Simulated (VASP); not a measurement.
# HfC (P3m1) in VASP: notebook

Runs on HfC. Level: PBE. Tasks: relaxation of cell and atoms, single point.

All numbers are computed with VASP 6.6.1; they aren't measurements. Logs are shortened: lines on timing, memory, paths and dates and some standing lists are left out, and cuts for length are marked.

### Step 1. The cell of the first run

The structure is trigonal, space group P3m1 (No. 156). The conventional cell has a = 3.255 Å, b = 3.255 Å, c = 2.893 Å, α = 90.00°, β = 90.00°, γ = 120.00°. Within 3.0 Å of Hf (site symmetry 3m) lie 6 C at 2.30 to 2.45 Å and 2 Hf at 2.89 Å. Within 3.0 Å of C (site symmetry 3m) lie 6 Hf at 2.30 to 2.45 Å and 2 C at 2.89 Å.

### Step 2. Relaxation of cell and atoms, PBE

File INCAR:

```
SYSTEM = HfC
PREC = Accurate
ENCUT = 600
EDIFF = 1E-7
ISMEAR = 0
SIGMA = 0.1
LREAL = .False.
LASPH = .True.
NELM = 100
ALGO = Normal
ISIF = 3
LWAVE = .False.
LCHARG = .False.
GGA = PE
IBRION = 2
NSW = 90
EDIFFG = -0.04
```

File KPOINTS:

```
regular mesh
0
Gamma
  6 6 6
  0 0 0
```

File POSCAR:

```
HfC
1.0
    3.2547659623      0.0000000000      0.0000000000
   -1.6273829811      2.8187100067      0.0000000000
    0.0000000000      0.0000000000      2.8929827412
Hf C
1 1
Direct
    0.6666666667      0.3333333333      0.4356960726
    0.3333333333      0.6666666667      0.9769332974
```

Potentials or basis: VASP PAW PBE potentials, release 64 (Hf_pv, C).

Run with:

```sh
> cat potpaw_PBE.64/Hf_pv/POTCAR potpaw_PBE.64/C/POTCAR > POTCAR
> mpirun -np 1 vasp_std > vasp.out
```

OUTCAR:

```text
SYSTEM = HfC
   PREC = Accurate
   ENCUT = 600
   EDIFF = 1E-7
   ISMEAR = 0
   LREAL = .False.
   LASPH = .True.
   NELM = 100
   ISIF = 3
   GGA = PE
   IBRION = 2
   NSW = 90
   EDIFFG = -0.04

 ion  position               nearest neighbor table
   1  0.667  0.333  0.436-   2 2.30   2 2.30   2 2.30   2 2.45   2 2.45   2 2.45
   2  0.333  0.667  0.977-   1 2.30   1 2.30   1 2.30   1 2.45   1 2.45   1 2.45

  LATTYP: Found a hexagonal cell.
 ALAT       =     3.2547659623
 C/A-ratio  =     0.8888450889

  Lattice vectors:

 A1 = (   3.2547659623,   0.0000000000,   0.0000000000)
 A2 = (  -1.6273829811,   2.8187100067,   0.0000000000)
 A3 = (   0.0000000000,   0.0000000000,   2.8929827412)

Analysis of symmetry for initial positions (statically):
=====================================================================
 Subroutine PRICEL returns:
 Original cell was already a primitive cell.

 Routine SETGRP: Setting up the symmetry group for a
 hexagonal supercell.

 Subroutine GETGRP returns: Found  6 space group operations
 (whereof  6 operations were pure point group operations)
 out of a pool of 24 trial point group operations.

The static configuration has the point symmetry C_3v.

Analysis of symmetry for dynamics (positions and initial velocities):
=====================================================================
 Subroutine PRICEL returns:
 Original cell was already a primitive cell.

 Routine SETGRP: Setting up the symmetry group for a
 hexagonal supercell.

 Subroutine GETGRP returns: Found  6 space group operations
 (whereof  6 operations were pure point group operations)
 out of a pool of 24 trial point group operations.

The dynamic configuration has the point symmetry C_3v.

 Subroutine INISYM returns: Found  6 space group operations
 (whereof  6 operations are pure point group operations),
 and found     1 'primitive' translations

----------------------------------------------------------------------------------------

                                     Primitive cell

  volume of cell :      26.5409

  direct lattice vectors                    reciprocal lattice vectors
     3.254765962  0.000000000  0.000000000     0.307241753  0.177386109  0.000000000
    -1.627382981  2.818710007  0.000000000     0.000000000  0.354772218  0.000000000
     0.000000000  0.000000000  2.892982741     0.000000000  0.000000000  0.345664005

  length of vectors
     3.254765962  3.254765962  2.892982741     0.354772218  0.354772218  0.345664005

  position of ions in fractional coordinates (direct lattice)
     0.666666667  0.333333333  0.435696073
     0.333333333  0.666666667  0.976933297

  ion indices of the primitive-cell ions
   primitive index   ion index
                 1           1
                 2           2

----------------------------------------------------------------------------------------

 KPOINTS: regular mesh

Automatic generation of k-mesh.
 Grid dimensions read from file:
 generate k-points for:    6    6    6

 Generating k-lattice:

  Cartesian coordinates                     Fractional coordinates (reciprocal lattice)
     0.051206959  0.029564351  0.000000000     0.166666667  0.000000000  0.000000000
     0.000000000  0.059128703  0.000000000     0.000000000  0.166666667  0.000000000
     0.000000000  0.000000000  0.057610667     0.000000000  0.000000000  0.166666667

  Length of vectors
     0.059128703  0.059128703  0.057610667

  Shift w.r.t. Gamma in fractional coordinates (k-lattice)
     0.000000000  0.000000000  0.000000000

 Subroutine IBZKPT returns following result:
 ===========================================

 Found     34 irreducible k-points:

 Following reciprocal coordinates:
            Coordinates               Weight
  0.000000  0.000000  0.000000      1.000000
  0.166667  0.000000  0.000000      6.000000
  0.333333 -0.000000  0.000000      6.000000
  0.500000 -0.000000  0.000000      3.000000
  0.166667  0.166667  0.000000      6.000000
  0.333333  0.166667  0.000000     12.000000
[... 16 lines left out ...]
  0.500000 -0.000000  0.333333      6.000000
  0.166667  0.166667  0.333333     12.000000
 [... further k-points ...]
   k-points           NKPTS =     34   k-points in BZ     NKDIM =     34   number of bands    NBANDS=     11
   number of dos      NEDOS =    301   number of ions     NIONS =      2
   total plane-waves  NPLWV =  18816
   dimension x,y,z NGX =    28 NGY =   28 NGZ =   24
   dimension x,y,z NGXF=    56 NGYF=   56 NGZF=   48
   ions per type =               1   1
   NGX,Y,Z   is equivalent  to a cutoff of  14.30, 14.30, 13.79 a.u.
   NGXF,Y,Z  is equivalent  to a cutoff of  28.60, 28.60, 27.58 a.u.
 SYSTEM =  HfC
   PREC   = accura    normal or accurate (medium, high low for compatibility)
   ISTART =      0    job   : 0-new  1-cont  2-samecut
   ICHARG =      2    charge: 1-file 2-atom 10-const
   ISPIN  =      1    spin polarized calculation?
   LNONCOLLINEAR =      F non collinear calculations
   LSORBIT =      F    spin-orbit coupling
   LASPH  =      T    aspherical Exc in radial PAW
   ENCUT  =  600.0 eV  44.10 Ry    6.64 a.u.   6.50  6.50  5.78*2*pi/ulx,y,z
   NELM   =    100;   NELMIN=  2; NELMDL= -5     # of ELM steps
   EDIFF  = 0.1E-06   stopping-criterion for ELM
   LREAL  =      F    real-space projection
   EDIFFG = -.4E-01   stopping-criterion for IOM
   NSW    =     90    number of steps for IOM
   IBRION =      2    ionic relax: 0-MD 1-quasi-New 2-CG
   NFREE  =      1    steps in history (QN), initial steepest desc. (CG)
   ISIF   =      3    stress and relaxation
   ISYM   =      2    0-nonsym 1-usesym 2-fastsym
   POTIM  = 0.5000    time-step for ionic-motion
   TEBEG  =    0.0;   TEEND  =   0.0 temperature during run
   PSTRESS=    0.0 pullay stress
   NELECT =      14.0000    total number of electrons
   NUPDOWN=      -1.0000    fix difference up-down
   EMIN   =  10.00;   EMAX   =-10.00  energy-range for DOS
   EFERMI =   0.00;   METHOD = LEGACY
   ISMEAR =     0;   SIGMA  =   0.10  broadening in eV -4-tet -1-fermi 0-gaus
   EFERMI_NEDOS =   21; number of points for ismear=-14 and -15
   IALGO  =     38    algorithm
   IMIX   =      4    mixing-type and parameters
     AMIX     =   0.40;   BMIX     =  1.00
     AMIX_MAG =   1.60;   BMIX_MAG =  1.00
  volume/ion in A,a.u.               =      13.27        89.55
  Fermi-wavevector in a.u.,A,eV,Ry     =   1.322753  2.499641 23.805790  1.749676
  Thomas-Fermi vector in A             =   2.452411
   LORBIT       =      0    0 simple, 1 ext, 2 COOP (PROOUT), +10 PAW based schemes
   GGA     = PE    functional components
   LHFCALC =     F    Hartree Fock is set to
   AEXX    =    0.0000 exact exchange contribution
   IVDW    =     0    specifies the selected vdW correction
   LEPSILON=     F    determine dielectric tensor
   LRPA    =     F    only Hartree local field effects (RPA)
 conjugate gradient relaxation of ions
 non-spin polarized calculation
 Gauss-broadening in eV      SIGMA  =   0.10
  energy-cutoff  :      600.00
  volume of cell :       26.54
 maximum number of plane-waves:       900
 NGX is ok and might be reduce to    28
   NGX = 13   NGY = 13   NGZ = 11

--------------------------------------- Ionic step        1  -------------------------------------------

 number of electron      14.0000000 magnetization

 Free energy of the ion-electron system (eV)
  ---------------------------------------------------
  ext. energy  EPLUGINS =         0.00000000
  ---------------------------------------------------
  free energy    TOTEN  =       -19.51627161 eV

  energy without entropy =      -19.51585949  energy(sigma->0) =      -19.51606555

------------------------ aborting loop because EDIFF is reached ----------------------------------------

  FORCE on cell =-STRESS in cart. coord.  units (eV):
  Direction    XX          YY          ZZ          XY          YZ          ZX
  --------------------------------------------------------------------------------------
  -------------------------------------------------------------------------------------
  Total       -0.2096495     -0.2096495      0.1621946     -0.0000000      0.0000000     -0.0000000
  in kB      -12.6557624    -12.6557624      9.7910905     -0.0000000      0.0000000     -0.0000000
  external PRESSURE =      -5.1734781 kB  Pullay stress =       0.0000000 kB
[... 57 lines left out ...]
  energy  without entropy=      -19.5162134832  energy(sigma->0) =      -19.51643394

--------------------------------------- Ionic step        3  -------------------------------------------

 number of electron      14.0000000 magnetization

 Free energy of the ion-electron system (eV)
  ---------------------------------------------------
  ext. energy  EPLUGINS =         0.00000000
  ---------------------------------------------------
  free energy    TOTEN  =       -19.51709600 eV

  energy without entropy =      -19.51675211  energy(sigma->0) =      -19.51692406

 E-fermi :   5.5214     XC(G=0): -11.9644

 val. band max:        5.4087749695   @ k =   0.3333   0.3333   0.5000
 cond. band min:       5.6724793075   @ k =   0.5000  -0.0000   0.0000
 fundamental gap:      0.2637043380
 Fermi energy:         5.5213968848

 k-point     1 :       0.0000    0.0000    0.0000
  band No.  band energies     occupation
      1     -24.3160      2.00000
      2     -24.3160      2.00000
      3     -23.9114      2.00000
      4      -6.4071      2.00000
      5       3.8233      2.00000
      6       3.8233      2.00000
      7       4.1589      2.00000
      8       7.4490      0.00000
      9      10.2972      0.00000
     10      11.5496      0.00000
     11      11.5496      0.00000
[... 309 lines left out ...]
 k-point    24 :       0.1667    0.1667    0.3333
  band No.  band energies     occupation
      1     -24.6300      2.00000
      2     -24.5458      2.00000
      3     -24.3407      2.00000
      4      -3.8354      2.00000
      5       1.8696      2.00000
      6       2.8539      2.00000
      7       4.3532      2.00000
      8       6.5537      0.00000
      9       9.4199      0.00000
     10      11.5027      0.00000
     11      12.3023      0.00000

 [... further k-points ...]

------------------------ aborting loop because EDIFF is reached ----------------------------------------

  FORCE on cell =-STRESS in cart. coord.  units (eV):
  Direction    XX          YY          ZZ          XY          YZ          ZX
  --------------------------------------------------------------------------------------
  -------------------------------------------------------------------------------------
  Total        0.0094434      0.0094434      0.0075631      0.0000000     -0.0000000      0.0000000
  in kB        0.5721161      0.5721161      0.4581991      0.0000000     -0.0000000      0.0000000
  external PRESSURE =       0.5341437 kB  Pullay stress =       0.0000000 kB
[... 17 lines left out ...]
  FREE ENERGIE OF THE ION-ELECTRON SYSTEM (eV)
  ---------------------------------------------------
  free  energy   TOTEN  =       -19.5170960036 eV

  energy  without entropy=      -19.5167521142  energy(sigma->0) =      -19.51692406

 reached required accuracy - stopping structural energy minimisation
```

It took 18 s on 1 thread of Intel Xeon Platinum 8488C (Sapphire Rapids), shared host; peak memory 0.16 GiB.

Results:

```yaml
Free_energy: -19.5171 eV
Relaxed_volume: 13.22 Å³/atom
Relaxed_cell: a = 3.245 Å, b = 3.245 Å, c = 2.900 Å, α = 90.00°, β = 90.00°, γ = 120.00°
Space_group_after_relaxing_to_0.05_Å: P3m1 (No. 156)
Energy_gained_by_relaxing: 0.4 meV/atom
Ionic_steps: 3
Pressure_after_relaxing: 0.1 GPa
Largest_force_after_relaxing: 0.019 eV/Å
Band_gap_on_the_k_mesh: 0.26 eV, indirect (least direct gap 0.38 eV)
```

Forces in eV/Å, atoms in the order of the input:
```
Hf   0.000  0.000  0.019
C    0.000  0.000 -0.019
```

Step by step:
| step | energy change (eV) | largest force (eV/Å) | pressure (GPa) | volume (Å³) |
| --- | --- | --- | --- | --- |
| 1 | 0.0000 | 0.0299 | -0.52 | 26.54 |
| 2 | -0.0004 | 0.0121 | 0.47 | 26.38 |
| 3 | -0.0008 | 0.0194 | 0.05 | 26.45 |

Final structure:
```
CELL_PARAMETERS angstrom
3.24525 0.00000 0.00000
-1.62262 2.81047 0.00000
0.00000 0.00000 2.89953
ATOMIC_POSITIONS crystal
Hf 0.66667 0.33333 0.43599
C 0.33333 0.66667 0.97664
```

Caveat: spin-orbit coupling is left out, which moves the levels of the heavy elements. A k mesh can miss the band edges.

### Step 3. Single point, PBE

File INCAR:

```
PREC = Accurate
ENCUT = 520
EDIFF = 1E-7
ISMEAR = 0
SIGMA = 0.02
LREAL = F
LASPH = T
NELM = 100
ALGO = Normal
ISIF = 2
LWAVE = F
LCHARG = F
GGA = PE
NBANDS = 14
```

File KPOINTS:

```
Automatic mesh
0
Gamma
  12 12 12
```

File POSCAR:

```
HfC
1.0
    3.2402350085      0.0000000000      0.0000000000
   -1.6201175042      2.8061258316      0.0000000000
    0.0000000000      0.0000000000      2.9140718672
Hf C
1 1
Direct
    0.6666666667      0.3333333333      0.4420786018
    0.3333333333      0.6666666667      0.9705507682
```

Potentials or basis: VASP PAW PBE potentials, release 64 (Hf_pv, C).

Run with:

```sh
> cat potpaw_PBE.64/Hf_pv/POTCAR potpaw_PBE.64/C/POTCAR > POTCAR
> mpirun -np 1 vasp_std > vasp.out
```

Wall time 33 s (1 thread of Intel Xeon Platinum 8488C (Sapphire Rapids), shared host); peak memory 0.19 GiB.

Results (log left out):

```yaml
Free_energy: -19.5163 eV
Pressure: -0.9 GPa
Largest_force: 0.009 eV/Å
Band_gap_on_the_k_mesh: zero (band 7 reaches 5.47 eV, above the bottom of band 8 at 5.44 eV)
```

Forces on the atoms (eV/Å):
```
Hf   0.000  0.000 -0.009
C    0.000  0.000  0.009
```

Stress tensor (GPa, compression positive):
```
-0.69  0.00  0.00
 0.00 -0.69  0.00
 0.00  0.00 -1.19
```

Levels at points of the mesh, in eV from the Fermi level:
| k point | band 4 | band 5 | band 6 | band 7 | band 8 | band 9 | band 10 | band 11 |
| --- | --- | --- | --- | --- | --- | --- | --- | --- |
| (0.00, 0.00, 0.00) | -11.86 | -1.58 | -1.58 | -1.22 | 1.80 | 4.86 | 6.11 | 6.11 |
| (0.50, 0.00, 0.00) | -9.38 | -4.83 | -0.90 | -0.33 | 0.26 | 5.52 | 5.72 | 6.27 |
| (0.00, 0.00, 0.50) | -8.48 | -5.97 | -0.47 | -0.47 | 2.15 | 2.15 | 5.35 | 5.35 |
| (0.50, 0.00, 0.50) | -9.12 | -3.92 | -2.27 | -2.26 | 1.72 | 6.42 | 6.99 | 7.84 |

Caveat: spin-orbit coupling is left out, which moves the levels of the heavy elements.
